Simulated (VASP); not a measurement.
# Zn3SnN2 (Immm) in VASP: a series of runs, part 2 of 2

VASP 6.6.1.

### Step 4. Single point, PBE

This run uses another cell than the first one, of 16.84 Å³/atom, 1.047 times its volume.

INCAR

```
SYSTEM = Zn3SnN2
PREC     = Accurate       ! precision mode
ENCUT    = 520            ! plane-wave cutoff, eV
EDIFF    = 1E-6           ! SCF threshold, eV
ISMEAR   = 0              ! smearing method
SIGMA    = 0.1            ! smearing width, eV
LREAL    = .False.        ! projectors in reciprocal space
LASPH    = .True.         ! aspherical terms in the spheres
NELM     = 80             ! most SCF steps
ALGO     = Normal         ! electronic algorithm
ISIF     = 2              ! what is computed and relaxed
LWAVE    = .False.        ! write WAVECAR
LCHARG   = .False.        ! write CHGCAR
GGA      = PE             ! functional
NBANDS   = 39             ! bands
```

KPOINTS

```
Automatic mesh
0
Gamma
  6 6 6
  0 0 0
```

POSCAR

```
Zn3SnN2
1.0
   -2.3281536705      2.5243480841      4.2989393355
    2.3281536705     -2.5243480841      4.2989393355
    2.3281536705      2.5243480841     -4.2989393355
Zn Sn N
3 1 2
Direct
    0.5000000000      0.5000000000      0.0000000000
    0.2243978641      0.2243978641      0.0000000000
    0.7756021359      0.7756021359      0.0000000000
    0.0000000000      0.5000000000      0.5000000000
    0.5000000000      0.0000000000      0.5000000000
    0.0000000000      0.0000000000      0.0000000000
```

Potentials or basis: VASP PAW PBE potentials, release 64 (Zn, Sn_d, N).

Started as:

```console
> cat potpaw_PBE.64/Zn/POTCAR potpaw_PBE.64/Sn_d/POTCAR potpaw_PBE.64/N/POTCAR > POTCAR
> mpirun -np 1 vasp_std > vasp.out
```

OUTCAR:

```text
SYSTEM = Zn3SnN2
   PREC = Accurate
   ENCUT = 520
   EDIFF = 1E-6
   ISMEAR = 0
   LREAL = .False.
   LASPH = .True.
   NELM = 80
   ISIF = 2
   GGA = PE

 ion  position               nearest neighbor table
   1  0.500  0.500  0.000-   5 2.33   5 2.33   2 2.37   3 2.37   4 2.52   4 2.52
   2  0.224  0.224  0.000-   6 1.93   1 2.37   4 3.02   4 3.02
   3  0.776  0.776  0.000-   6 1.93   1 2.37   4 3.02   4 3.02
   4  0.000  0.500  0.500-   6 2.33   6 2.33   1 2.52   1 2.52   2 3.02   3 3.02   3 3.02   2 3.02

   5  0.500  0.000  0.500-   1 2.33   1 2.33
   6  0.000  0.000  0.000-   2 1.93   3 1.93   4 2.33   4 2.33

  LATTYP: Found a body centered orthorhombic cell.
 ALAT       =     4.6563073410
 B/A-ratio  =     1.0842703882
 C/A-ratio  =     1.8465015390

  Lattice vectors:

 A1 = (  -2.3281536705,   2.5243480841,   4.2989393355)
 A2 = (   2.3281536705,  -2.5243480841,   4.2989393355)
 A3 = (   2.3281536705,   2.5243480841,  -4.2989393355)

Analysis of symmetry for initial positions (statically):
=====================================================================
 Subroutine PRICEL returns:
 Original cell was already a primitive cell.

 Routine SETGRP: Setting up the symmetry group for a
 body centered orthorhombic supercell.

 Subroutine GETGRP returns: Found  8 space group operations
 (whereof  8 operations were pure point group operations)
 out of a pool of  8 trial point group operations.

The static configuration has the point symmetry D_2h.

Analysis of symmetry for dynamics (positions and initial velocities):
=====================================================================
 Subroutine PRICEL returns:
 Original cell was already a primitive cell.

 Routine SETGRP: Setting up the symmetry group for a
 body centered orthorhombic supercell.

 Subroutine GETGRP returns: Found  8 space group operations
 (whereof  8 operations were pure point group operations)
 out of a pool of  8 trial point group operations.

[... 124 lines left out ...]
   EFERMI_NEDOS =   21; number of points for ismear=-14 and -15
   IALGO  =     38    algorithm
   IMIX   =      4    mixing-type and parameters
     AMIX     =   0.40;   BMIX     =  1.00
     AMIX_MAG =   1.60;   BMIX_MAG =  1.00
  volume/ion in A,a.u.               =      16.84       113.67
  Fermi-wavevector in a.u.,A,eV,Ry     =   1.375935  2.600140 25.758503  1.893197
  Thomas-Fermi vector in A             =   2.501225
   LORBIT       =      0    0 simple, 1 ext, 2 COOP (PROOUT), +10 PAW based schemes
   GGA     = PE    functional components
   LHFCALC =     F    Hartree Fock is set to
   AEXX    =    0.0000 exact exchange contribution
   IVDW    =     0    specifies the selected vdW correction
   LEPSILON=     F    determine dielectric tensor
   LRPA    =     F    only Hartree local field effects (RPA)
 non-spin polarized calculation
 Gauss-broadening in eV      SIGMA  =   0.10
  energy-cutoff  :      520.00
  volume of cell :      101.06
 maximum number of plane-waves:      2758
 NGX is ok and might be reduce to    42
   NGX = 21   NGY = 21   NGZ = 21

 number of electron      60.0000015 magnetization

 Free energy of the ion-electron system (eV)
  ---------------------------------------------------
  ext. energy  EPLUGINS =         0.00000000
  ---------------------------------------------------
  free energy    TOTEN  =       -16.98317598 eV

  energy without entropy =      -16.96629074  energy(sigma->0) =      -16.97473336

 E-fermi :   3.3390     XC(G=0): -10.4152

 val. band max:        3.3330849206   @ k =   0.3333   0.3333   0.1667
 cond. band min:       3.3546894666   @ k =   0.5000   0.5000   0.3333
 fundamental gap:      0.0216045460
 Fermi energy:         3.3389821438

 k-point     1 :       0.0000    0.0000    0.0000
  band No.  band energies     occupation
      1     -18.1439      2.00000
      2     -18.1341      2.00000
      3     -18.0973      2.00000
      4     -18.0708      2.00000
      5     -17.9925      2.00000
      6     -11.6367      2.00000
[... 997 lines left out ...]
     38       9.9361      0.00000
     39      10.5488      0.00000

 [... further k-points ...]
[... 5 lines left out ...]
  --------------------------------------------------------------------------------------
  -------------------------------------------------------------------------------------
  Total        0.0726404      0.0954362      0.4601548      0.0000000      0.0000000      0.0000000
  in kB        1.1516131      1.5130096      7.2951178      0.0000000      0.0000000      0.0000000
  external PRESSURE =       3.3199135 kB  Pullay stress =       0.0000000 kB

 VOLUME and BASIS-vectors are now :
 -----------------------------------------------------------------------------
  energy-cutoff  :      520.00
  volume of cell :      101.06
      direct lattice vectors                 reciprocal lattice vectors
    -2.328153670  2.524348084  4.298939336     0.000000000  0.198070941  0.116307759
     2.328153670 -2.524348084  4.298939336     0.214762456  0.000000000  0.116307759
     2.328153670  2.524348084 -4.298939336     0.214762456  0.198070941  0.000000000

 POSITION                                       TOTAL-FORCE (eV/Angst)
 -----------------------------------------------------------------------------------
      0.00000      0.00000      4.29894         0.000000      0.000000     -0.000000
      0.00000      0.00000      1.92935         0.000000     -0.000000      0.059809
      0.00000      0.00000      6.66853        -0.000000      0.000000     -0.059809
      2.32815      0.00000      0.00000         0.000000      0.000000     -0.000000
      0.00000      2.52435      0.00000         0.000000      0.000000      0.000000
      0.00000      0.00000      0.00000         0.000000      0.000000     -0.000000
 -----------------------------------------------------------------------------------
    total drift:                                0.000000     -0.000000      0.000000

  FREE ENERGIE OF THE ION-ELECTRON SYSTEM (eV)
  ---------------------------------------------------
  free  energy   TOTEN  =       -16.9831759818 eV

  energy  without entropy=      -16.9662907396  energy(sigma->0) =      -16.97473336
```

Wall time 1.9 min (1 thread of Intel Xeon 6975P-C (Granite Rapids), shared host); peak memory 0.35 GiB.

Results:

```yaml
Free_energy: -16.9832 eV
Pressure: 0.3 GPa
Largest_force: 0.060 eV/Å
Band_gap_on_the_k_mesh: zero (band 30 reaches 3.56 eV, above the bottom of band 31 at 2.86 eV)
```

Forces on the atoms (eV/Å):
```
Zn   0.000  0.000  0.000
Zn   0.000  0.000  0.060
Zn   0.000  0.000 -0.060
Sn   0.000  0.000  0.000
N    0.000  0.000  0.000
N    0.000  0.000  0.000
```

Caveat: spin-orbit coupling is left out, which moves the levels of the heavy elements.

### Step 5. Overview

```csv
cell,k mesh,gap on the mesh (eV),pressure (GPa),largest force (eV/Å)
"a = 5.080 Å, angles 118.2, 115.5, 95.6°, 6 atoms",4 × 4 × 4,none,36.8,1.37
"a = 5.492 Å, angles 124.9, 130.0, 77.6°, 6 atoms",4 × 4 × 4,none,0.3,0.06
"a = 5.502 Å, angles 129.9, 125.4, 77.2°, 6 atoms",6 × 6 × 6,none,0.3,0.06
```

Alike in all rows: task single point; level PBE; potentials or basis VASP PAW PBE potentials, release 64 (Zn, Sn_d, N); no spin polarisation; cutoff (eV) 520; smearing gaussian 0.1 eV.

Caveats: some runs use coarse meshes; spin-orbit coupling is left out, which moves the levels of the heavy elements; forces of over 1 eV/Å act on the atoms, so gaps and moduli don't describe the material at rest (some runs).

Absolute energies hang on the potentials; compare differences alone.
